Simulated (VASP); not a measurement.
# Ti (Im-3m) in VASP: a series of runs, part 2 of 2

VASP 6.6.1. The steps go on from the part before.

## (3) Single point, LDA

This run uses another cell than the first one, of 15.99 Å³/atom, 1.014 times its volume.

File INCAR:

```
  ALGO = Normal
  EDIFF = 1E-7
  ENCUT = 520
  ISIF = 2
  ISMEAR = -1
  LASPH = T
  LCHARG = T
  LELF = T
  LREAL = F
  LVHAR = T
  LWAVE = F
  NBANDS = 12
  NELM = 100
  PREC = Accurate
  SIGMA = 0.15
```

File KPOINTS:

```
k-points
0
Gamma
  12 12 12
```

File POSCAR:

```
Ti
1.0
   -1.5869362823      1.5869362823      1.5869362823
    1.5869362823     -1.5869362823      1.5869362823
    1.5869362823      1.5869362823     -1.5869362823
Ti
1
Direct
    0.0000000000      0.0000000000      0.0000000000
```

Potentials or basis: VASP PAW LDA potentials, release 64 (Ti_sv).

Launch:

```
$ cat potpaw_LDA.64/Ti_sv/POTCAR > POTCAR
$ mpirun -np 1 vasp_std > vasp.out
```

OUTCAR:

```text
EDIFF = 1E-7
   ENCUT = 520
   ISIF = 2
   ISMEAR = -1
   LASPH = T
   LREAL = F
   NELM = 100
   PREC = Accurate

 ion  position               nearest neighbor table
   1  0.000  0.000  0.000-

  LATTYP: Found a body centered cubic cell.
 ALAT       =     3.1738725646

  Lattice vectors:

 A1 = (  -1.5869362823,   1.5869362823,   1.5869362823)
 A2 = (   1.5869362823,  -1.5869362823,   1.5869362823)
 A3 = (   1.5869362823,   1.5869362823,  -1.5869362823)

Analysis of symmetry for initial positions (statically):
=====================================================================
 Subroutine PRICEL returns:
 Original cell was already a primitive cell.

 Routine SETGRP: Setting up the symmetry group for a
 body centered cubic supercell.

 Subroutine GETGRP returns: Found 48 space group operations
 (whereof 48 operations were pure point group operations)
 out of a pool of 48 trial point group operations.

The static configuration has the point symmetry O_h .

Analysis of symmetry for dynamics (positions and initial velocities):
=====================================================================
 Subroutine PRICEL returns:
 Original cell was already a primitive cell.

 Routine SETGRP: Setting up the symmetry group for a
 body centered cubic supercell.

 Subroutine GETGRP returns: Found 48 space group operations
 (whereof 48 operations were pure point group operations)
 out of a pool of 48 trial point group operations.

The dynamic configuration has the point symmetry O_h .

 Subroutine INISYM returns: Found 48 space group operations
 (whereof 48 operations are pure point group operations),
 and found     1 'primitive' translations

----------------------------------------------------------------------------------------

                                     Primitive cell

  volume of cell :      15.9860

  direct lattice vectors                    reciprocal lattice vectors
    -1.586936282  1.586936282  1.586936282     0.000000000  0.315072511  0.315072511
     1.586936282 -1.586936282  1.586936282     0.315072511  0.000000000  0.315072511
     1.586936282  1.586936282 -1.586936282     0.315072511  0.315072511  0.000000000

  length of vectors
     2.748654269  2.748654269  2.748654269     0.445579819  0.445579819  0.445579819

  position of ions in fractional coordinates (direct lattice)
     0.000000000  0.000000000  0.000000000

  ion indices of the primitive-cell ions
   primitive index   ion index
                 1           1

----------------------------------------------------------------------------------------

 KPOINTS: k-points

Automatic generation of k-mesh.
 Grid dimensions read from file:
 generate k-points for:   12   12   12

 Generating k-lattice:

  Cartesian coordinates                     Fractional coordinates (reciprocal lattice)
     0.000000000  0.026256043  0.026256043     0.083333333  0.000000000  0.000000000
     0.026256043  0.000000000  0.026256043     0.000000000  0.083333333  0.000000000
     0.026256043  0.026256043  0.000000000     0.000000000  0.000000000  0.083333333

  Length of vectors
     0.037131652  0.037131652  0.037131652

  Shift w.r.t. Gamma in fractional coordinates (k-lattice)
     0.000000000  0.000000000  0.000000000

 Subroutine IBZKPT returns following result:
 ===========================================

 Found     72 irreducible k-points:

 Following reciprocal coordinates:
            Coordinates               Weight
  0.000000  0.000000  0.000000      1.000000
  0.083333  0.000000  0.000000     12.000000
  0.166667  0.000000  0.000000     12.000000
  0.250000  0.000000  0.000000     12.000000
  0.333333  0.000000  0.000000     12.000000
  0.416667  0.000000  0.000000     12.000000
[... 16 lines left out ...]
  0.333333  0.083333  0.083333     24.000000
  0.416667  0.083333  0.083333     12.000000
 [... further k-points ...]
   k-points           NKPTS =     72   k-points in BZ     NKDIM =     72   number of bands    NBANDS=     12
   number of dos      NEDOS =    301   number of ions     NIONS =      1
   total plane-waves  NPLWV =   8000
   dimension x,y,z NGX =    20 NGY =   20 NGZ =   20
   dimension x,y,z NGXF=    40 NGYF=   40 NGZF=   40
   ions per type =               1
   NGX,Y,Z   is equivalent  to a cutoff of  12.10, 12.10, 12.10 a.u.
   NGXF,Y,Z  is equivalent  to a cutoff of  24.19, 24.19, 24.19 a.u.
 SYSTEM =  unknown system
   PREC   = accura    normal or accurate (medium, high low for compatibility)
   ISTART =      0    job   : 0-new  1-cont  2-samecut
   ICHARG =      2    charge: 1-file 2-atom 10-const
   ISPIN  =      1    spin polarized calculation?
   LNONCOLLINEAR =      F non collinear calculations
   LSORBIT =      F    spin-orbit coupling
   LASPH  =      T    aspherical Exc in radial PAW
   ENCUT  =  520.0 eV  38.22 Ry    6.18 a.u.   5.11  5.11  5.11*2*pi/ulx,y,z
   NELM   =    100;   NELMIN=  2; NELMDL= -5     # of ELM steps
   EDIFF  = 0.1E-06   stopping-criterion for ELM
   LREAL  =      F    real-space projection
   EDIFFG = 0.1E-05   stopping-criterion for IOM
   NSW    =      0    number of steps for IOM
   IBRION =     -1    ionic relax: 0-MD 1-quasi-New 2-CG
   NFREE  =      0    steps in history (QN), initial steepest desc. (CG)
   ISIF   =      2    stress and relaxation
   ISYM   =      2    0-nonsym 1-usesym 2-fastsym
   POTIM  = 0.5000    time-step for ionic-motion
   TEBEG  =    0.0;   TEEND  =   0.0 temperature during run
   PSTRESS=    0.0 pullay stress
   NELECT =      12.0000    total number of electrons
   NUPDOWN=      -1.0000    fix difference up-down
   EMIN   =  10.00;   EMAX   =-10.00  energy-range for DOS
   EFERMI =   0.00;   METHOD = LEGACY
   ISMEAR =    -1;   SIGMA  =   0.15  broadening in eV -4-tet -1-fermi 0-gaus
   EFERMI_NEDOS =   21; number of points for ismear=-14 and -15
   IALGO  =     38    algorithm
   IMIX   =      4    mixing-type and parameters
     AMIX     =   0.40;   BMIX     =  1.00
     AMIX_MAG =   1.60;   BMIX_MAG =  1.00
  volume/ion in A,a.u.               =      15.99       107.88
  Fermi-wavevector in a.u.,A,eV,Ry     =   1.487838  2.811607 30.118715  2.213663
  Thomas-Fermi vector in A             =   2.600949
   LORBIT       =      0    0 simple, 1 ext, 2 COOP (PROOUT), +10 PAW based schemes
   GGA     = CA    functional components
   LHFCALC =     F    Hartree Fock is set to
   AEXX    =    0.0000 exact exchange contribution
   IVDW    =     0    specifies the selected vdW correction
   LEPSILON=     F    determine dielectric tensor
   LRPA    =     F    only Hartree local field effects (RPA)
 non-spin polarized calculation
  energy-cutoff  :      520.00
  volume of cell :       15.99
 maximum number of plane-waves:       456
   NGX = 11   NGY = 11   NGZ = 11

 number of electron      12.0000000 magnetization

 Free energy of the ion-electron system (eV)
  ---------------------------------------------------
  ext. energy  EPLUGINS =         0.00000000
  ---------------------------------------------------
  free energy    TOTEN  =        -8.53747858 eV

  energy without entropy =       -8.38718421  energy(sigma->0) =       -8.46233139

 E-fermi :   8.7331     XC(G=0): -12.1816

 val. band max:        8.7169725913   @ k =   0.2500   0.2500   0.0000
 cond. band min:       8.7349413925   @ k =   0.1667   0.0833   0.0833
 fundamental gap:      0.0179688012
 Fermi energy:         8.7330642136

 k-point     1 :       0.0000    0.0000    0.0000
  band No.  band energies     occupation
      1     -46.9434      2.00000
      2     -23.0536      2.00000
      3     -23.0536      2.00000
      4     -23.0536      2.00000
      5       2.7006      2.00000
      6       9.7560      0.00218
      7       9.7560      0.00218
      8       9.7560      0.00218
      9      11.7218      0.00000
     10      11.7218      0.00000
     11      26.8209      0.00000
     12      26.8209      0.00000
[... 331 lines left out ...]
 k-point    24 :       0.4167    0.0833    0.0833
  band No.  band energies     occupation
      1     -46.7456      2.00000
      2     -23.8974      2.00000
      3     -23.3765      2.00000
      4     -23.1199      2.00000
      5       6.5169      2.00000
      6       8.1101      1.96906
      7       9.6119      0.00569
      8      11.8288      0.00000
      9      12.1287      0.00000
     10      14.4683      0.00000
     11      18.3637      0.00000
     12      22.3120      0.00000

 [... further k-points ...]

------------------------ aborting loop because EDIFF is reached ----------------------------------------

  FORCE on cell =-STRESS in cart. coord.  units (eV):
  Direction    XX          YY          ZZ          XY          YZ          ZX
  --------------------------------------------------------------------------------------
  -------------------------------------------------------------------------------------
  Total       -0.0154572     -0.0154572     -0.0154572     -0.0000000      0.0000000      0.0000000
  in kB       -1.5491813     -1.5491813     -1.5491813     -0.0000000      0.0000000      0.0000000
  external PRESSURE =      -1.5491813 kB  Pullay stress =       0.0000000 kB

 VOLUME and BASIS-vectors are now :
 -----------------------------------------------------------------------------
  energy-cutoff  :      520.00
  volume of cell :       15.99
      direct lattice vectors                 reciprocal lattice vectors
    -1.586936282  1.586936282  1.586936282     0.000000000  0.315072511  0.315072511
     1.586936282 -1.586936282  1.586936282     0.315072511  0.000000000  0.315072511
     1.586936282  1.586936282 -1.586936282     0.315072511  0.315072511  0.000000000

 POSITION                                       TOTAL-FORCE (eV/Angst)
 -----------------------------------------------------------------------------------
      0.00000      0.00000      0.00000        -0.000000     -0.000000      0.000000
 -----------------------------------------------------------------------------------
    total drift:                                0.000000      0.000000      0.000000

  FREE ENERGIE OF THE ION-ELECTRON SYSTEM (eV)
  ---------------------------------------------------
  free  energy   TOTEN  =        -8.5374785793 eV

  energy  without entropy=       -8.3871842074  energy(sigma->0) =       -8.46233139
```

stdout:

```text
POSCAR found type information on POSCAR Ti
 POSCAR found :  1 types and       1 ions
 scaLAPACK will be used
 LDA part: xc-table for (Slater(with rela. corr.)+CA(PZ))
 , standard interpolation
 POSCAR, INCAR and KPOINTS ok, starting setup
 FFT: planning ... GRIDC
 FFT: planning ... GRID_SOFT
 FFT: planning ... GRID
 WAVECAR not read
 entering main loop
```

Wall time 16 s (1 thread of Intel Xeon 8259CL, shared host); peak memory 0.12 GiB.

Results:

```
Free energy            : -8.5375 eV
Pressure               : -0.2 GPa
Band gap on the k mesh : zero (band 6 reaches 9.76 eV, above the bottom of band 7 at 8.11 eV)
```
